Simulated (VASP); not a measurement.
# Ga (C2/c) in VASP: a series of runs, part 2 of 2

VASP 6.6.1. Earlier steps stand in the parts before.

## 4. Single point, PBE

This run uses another cell than the first one, of 18.54 Å³/atom.

Input file POSCAR:

```
Ga
1.0
    1.3830000000     -4.0265000000      0.0000000000
    1.3830000000      4.0265000000      0.0000000000
   -0.1174500000      0.0000000000      3.3299300000
Ga
2
Direct
    0.8690000000      0.1310000000      0.2500000000
    0.1310000000      0.8690000000      0.7500000000
```

Input file INCAR.step1:

```
PREC = Accurate
ENCUT = 520
EDIFF = 1E-6
ISMEAR = -1
SIGMA = 0.05
LREAL = False
LASPH = True
NELM = 80
ALGO = Normal
ISIF = 2
LWAVE = False
LCHARG = True
GGA = PE
NBANDS = 20
```

Input file KPOINTS.step1:

```
Automatic mesh
0
Gamma
  14 14 11
```

Input file INCAR.step2:

```
PREC = Accurate
ENCUT = 520
EDIFF = 1E-6
ISMEAR = -5
SIGMA = 0.05
LREAL = False
LASPH = True
NELM = 80
ALGO = Normal
ISIF = 2
LWAVE = False
LCHARG = False
GGA = PE
LORBIT = 11
NBANDS = 20
NEDOS = 2001
ICHARG = 11
```

Input file KPOINTS.step2:

```
Automatic mesh
0
Gamma
  21 21 17
```

Potentials or basis: VASP PAW PBE potentials, release 64 (Ga_d).

The run is started by

```bash
> cat potpaw_PBE.64/Ga_d/POTCAR > POTCAR
> cp INCAR.step1 INCAR
> cp KPOINTS.step1 KPOINTS
> mpirun -np 1 vasp_std > vasp.out
> cp INCAR.step2 INCAR
> cp KPOINTS.step2 KPOINTS
> mpirun -np 1 vasp_std > vasp.out
```

OUTCAR:

```text
PREC = Accurate
   ENCUT = 520
   EDIFF = 1E-6
   ISMEAR = -5
   LREAL = False
   LASPH = True
   NELM = 80
   ISIF = 2
   GGA = PE
   LORBIT = 11
   ICHARG = 11

 ion  position               nearest neighbor table
   1  0.869  0.131  0.250-   2 2.69   2 2.69   2 2.86   2 2.86   2 2.92   2 2.92
   2  0.131  0.869  0.750-   1 2.69   1 2.69   1 2.86   1 2.86   1 2.92   1 2.92

  LATTYP: Found a base centered monoclinic cell.
 ALAT       =     2.7660000000
 B/A-ratio  =     2.9114244396
 C/A-ratio  =     1.2046278548
 COS(beta)  =    -0.0352490928

  Lattice vectors:

 A1 = (   1.3830000000,  -4.0265000000,   0.0000000000)
 A2 = (   1.3830000000,   4.0265000000,   0.0000000000)
 A3 = (  -0.1174500000,   0.0000000000,   3.3299300000)

Analysis of symmetry for initial positions (statically):
=====================================================================
 Subroutine PRICEL returns:
 Original cell was already a primitive cell.

 Routine SETGRP: Setting up the symmetry group for a
 base centered monoclinic supercell.

 Subroutine GETGRP returns: Found  4 space group operations
 (whereof  2 operations were pure point group operations)
 out of a pool of  4 trial point group operations.

The static configuration has the point symmetry S_2 .
 The point group associated with its full space group is C_2h.

Analysis of symmetry for dynamics (positions and initial velocities):
=====================================================================
 Subroutine PRICEL returns:
 Original cell was already a primitive cell.

 Routine SETGRP: Setting up the symmetry group for a
 base centered monoclinic supercell.

 Subroutine GETGRP returns: Found  4 space group operations
 (whereof  2 operations were pure point group operations)
 out of a pool of  4 trial point group operations.
[... 117 lines left out ...]
   EMIN   =  10.00;   EMAX   =-10.00  energy-range for DOS
   EFERMI =   0.00;   METHOD = LEGACY
   ISMEAR =    -5;   SIGMA  =   0.05  broadening in eV -4-tet -1-fermi 0-gaus
   EFERMI_NEDOS =   21; number of points for ismear=-14 and -15
   IALGO  =     38    algorithm
   IMIX   =      4    mixing-type and parameters
     AMIX     =   0.40;   BMIX     =  1.00
     AMIX_MAG =   1.60;   BMIX_MAG =  1.00
  volume/ion in A,a.u.               =      18.54       125.14
  Fermi-wavevector in a.u.,A,eV,Ry     =   1.454323  2.748272 28.777086  2.115056
  Thomas-Fermi vector in A             =   2.571487
   LORBIT       =     11    0 simple, 1 ext, 2 COOP (PROOUT), +10 PAW based schemes
   GGA     = PE    functional components
   LHFCALC =     F    Hartree Fock is set to
   AEXX    =    0.0000 exact exchange contribution
   IVDW    =     0    specifies the selected vdW correction
   LEPSILON=     F    determine dielectric tensor
   LRPA    =     F    only Hartree local field effects (RPA)
 non-spin polarized calculation
 Fermi weights with tetrahedron method with Bloechl corrections
  energy-cutoff  :      520.00
  volume of cell :       37.09
 maximum number of plane-waves:      1015

 number of electron      26.0000006 magnetization

 Free energy of the ion-electron system (eV)
  ---------------------------------------------------
  ext. energy  EPLUGINS =         0.00000000
  ---------------------------------------------------
  free energy    TOTEN  =        -5.77053893 eV

  energy without entropy =       -5.77053893  energy(sigma->0) =       -5.77053893

 E-fermi :   5.6931     XC(G=0): -11.0581

 val. band max:        5.8524984024   @ k =   0.4286   0.2857   0.2353
 cond. band min:       5.4901762467   @ k =  -0.3333  -0.3333   0.3529
 fundamental gap:     -0.3623221557
 Fermi energy:         5.6930560799

 k-point     1 :       0.0000    0.0000    0.0000
  band No.  band energies     occupation
      1      -9.5053      2.00000
      2      -9.4958      2.00000
      3      -9.4598      2.00000
      4      -9.4357      2.00000
      5      -9.1617      2.00000
      6      -9.1612      2.00000
[... 541 lines left out ...]
     19      16.7311      0.00000
     20      18.0886      0.00000

 [... further k-points ...]
[... 5 lines left out ...]
  --------------------------------------------------------------------------------------
  -------------------------------------------------------------------------------------
  Total        0.3168255      0.4974843      0.4215282      0.0000000      0.0000000      0.0313551
  in kB       13.6872359     21.4919101     18.2105149      0.0000000      0.0000000      1.3545757
  external PRESSURE =      17.7965536 kB  Pullay stress =       0.0000000 kB

 VOLUME and BASIS-vectors are now :
 -----------------------------------------------------------------------------
  energy-cutoff  :      520.00
  volume of cell :       37.09
      direct lattice vectors                 reciprocal lattice vectors
     1.383000000 -4.026500000  0.000000000     0.361532899 -0.124177325  0.012751631
     1.383000000  4.026500000  0.000000000     0.361532899  0.124177325  0.012751631
    -0.117450000  0.000000000  3.329930000     0.000000000  0.000000000  0.300306613

 POSITION                                       TOTAL-FORCE (eV/Angst)
 -----------------------------------------------------------------------------------
      1.35364     -2.97156      0.83248        -0.000000      0.196523      0.000000
      1.29491      2.97156      2.49745         0.000000     -0.196523      0.000000
 -----------------------------------------------------------------------------------
    total drift:                                0.000000     -0.000000      0.000000

  FREE ENERGIE OF THE ION-ELECTRON SYSTEM (eV)
  ---------------------------------------------------
  free  energy   TOTEN  =        -5.7705389349 eV

  energy  without entropy=       -5.7705389349  energy(sigma->0) =       -5.77053893

 total charge

# of ion       s       p       d       tot
------------------------------------------
    1        0.995   0.617   9.959  11.571
    2        0.995   0.617   9.959  11.571
--------------------------------------------------
tot          1.991   1.235  19.917  23.143
```

OUTCAR.step1:

```text
PREC = Accurate
   ENCUT = 520
   EDIFF = 1E-6
   ISMEAR = -1
   LREAL = False
[... 778 lines left out ...]
      1.35364     -2.97156      0.83248         0.000000      0.188692      0.000000
      1.29491      2.97156      2.49745        -0.000000     -0.188692     -0.000000
 -----------------------------------------------------------------------------------
    total drift:                                0.000000      0.000000     -0.000000

  FREE ENERGIE OF THE ION-ELECTRON SYSTEM (eV)
  ---------------------------------------------------
  free  energy   TOTEN  =        -5.7733486336 eV

  energy  without entropy=       -5.7681861760  energy(sigma->0) =       -5.77076740
```

OSZICAR.step1:

```text
N       E                     dE             d eps       ncg     rms          rms(c)
DAV:   1     0.131451099711E+03    0.13145E+03   -0.13251E+04 24620   0.246E+03
DAV:   2     0.560960917541E+01   -0.12584E+03   -0.12273E+03 23980   0.385E+02
DAV:   3    -0.565407481328E+01   -0.11264E+02   -0.11205E+02 26160   0.943E+01
DAV:   4    -0.582319448318E+01   -0.16912E+00   -0.16901E+00 26608   0.127E+01
DAV:   5    -0.582601948549E+01   -0.28250E-02   -0.28248E-02 26484   0.162E+00    0.142E+00
DAV:   6    -0.578231325908E+01    0.43706E-01   -0.88904E-02 31700   0.493E+00    0.732E-01
DAV:   7    -0.577422866589E+01    0.80846E-02   -0.17755E-02 33276   0.183E+00    0.203E-01
DAV:   8    -0.577333112427E+01    0.89754E-03   -0.22660E-03 25732   0.657E-01    0.192E-02
DAV:   9    -0.577334762200E+01   -0.16498E-04   -0.10693E-04 26312   0.103E-01    0.784E-03
DAV:  10    -0.577334873532E+01   -0.11133E-05   -0.73972E-06 25536   0.312E-02    0.207E-03
DAV:  11    -0.577334863363E+01    0.10168E-06   -0.93063E-07 16032   0.121E-02
   1 F= -.57733486E+01 E0= -.57707674E+01  d E =-.516246E-02
```

It took 16 min on 1 thread of Intel Xeon Platinum 8259CL at 2.50GHz (Skylake/Cascade Lake), shared host; peak memory 1.2 GiB.

What came out:

- Valence electrons inside the program's atomic spheres: Ga 11.57

Levels at points of the mesh, in eV from the Fermi level:
| k point | band 11 | band 12 | band 13 | band 14 | band 15 | band 16 |
| --- | --- | --- | --- | --- | --- | --- |
| (0.00, 0.00, 0.00) | -11.27 | -2.13 | -1.66 | 1.60 | 5.40 | 9.66 |
